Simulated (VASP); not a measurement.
Crystal: Zn.

```xyz
2
Lattice="2.7851 0.0000 0.0000 -1.3925 2.4119 0.0000 0.0000 0.0000 4.5118" Properties=species:S:1:pos:R:3 pbc="T T T"
Zn    0.0000    1.6080    1.1280
Zn    1.3925    0.8040    3.3839
```

```yaml
Program: VASP 6.6.1
Task: relaxation of cell and atoms
Functional: LDA
Potentials_or_basis: VASP PAW LDA potentials, release 64 (Zn)
Cutoff: 600 eV
k_mesh: 22 × 22 × 12
Occupations: fermi-dirac, width 0.08 eV
Spin: no spin polarisation
```

At the start: pressure -8.9 GPa; volume 15.15 Å³/atom.

Question: Where does the relaxation end?

Answer: Over 18 steps the energy falls by 67.3 meV/atom and the volume is 13.62 Å³/atom (-10.1 %); space group P6_3/mmc (No. 194, to 0.1 Å) before and after.

The path:
| step | energy change (eV) | largest force (eV/Å) | pressure (GPa) | volume (Å³) |
| --- | --- | --- | --- | --- |
| 1 | 0.0000 | 0.0000 | -8.94 | 30.31 |
| 2 | -0.1112 | 0.0000 | 0.40 | 26.75 |
| 3 | -0.1112 | 0.0000 | 0.06 | 26.84 |
| 4 | -0.1112 | 0.0000 | -0.20 | 26.90 |
| 5 | -0.1123 | 0.0000 | -0.23 | 26.90 |
| 6 | -0.1156 | 0.0000 | 0.03 | 26.89 |
| 7 | -0.1224 | 0.0000 | 0.56 | 26.85 |
| 8 | -0.1283 | 0.0000 | 2.81 | 26.69 |
| 9 | -0.1311 | 0.0000 | 1.33 | 26.78 |
| 10 | -0.1317 | 0.0000 | 2.02 | 26.74 |
| 11 | -0.1319 | 0.0000 | 1.78 | 26.75 |
| 12 | -0.1324 | 0.0000 | 1.73 | 26.81 |
| 13 | -0.1332 | 0.0000 | 1.22 | 26.98 |
| 14 | -0.1337 | 0.0000 | 0.85 | 27.04 |
| 15 | -0.1341 | 0.0000 | 0.65 | 27.08 |
| 16 | -0.1345 | 0.0000 | 0.33 | 27.18 |
| 17 | -0.1343 | 0.0000 | -0.52 | 27.36 |
| 18 | -0.1346 | 0.0000 | 0.00 | 27.24 |

Final structure:
```cif
data_structure
_symmetry_space_group_name_H-M 'P 1'
_symmetry_Int_Tables_number 1
_cell_length_a 2.5796
_cell_length_b 2.5796
_cell_length_c 4.7272
_cell_angle_alpha 90.000
_cell_angle_beta 90.000
_cell_angle_gamma 120.000
_cell_volume 27.24
loop_
_atom_site_label
_atom_site_type_symbol
_atom_site_fract_x
_atom_site_fract_y
_atom_site_fract_z
_atom_site_occupancy
Zn1 Zn 0.33333 0.66667 0.25000 1
Zn2 Zn 0.66667 0.33333 0.75000 1
```
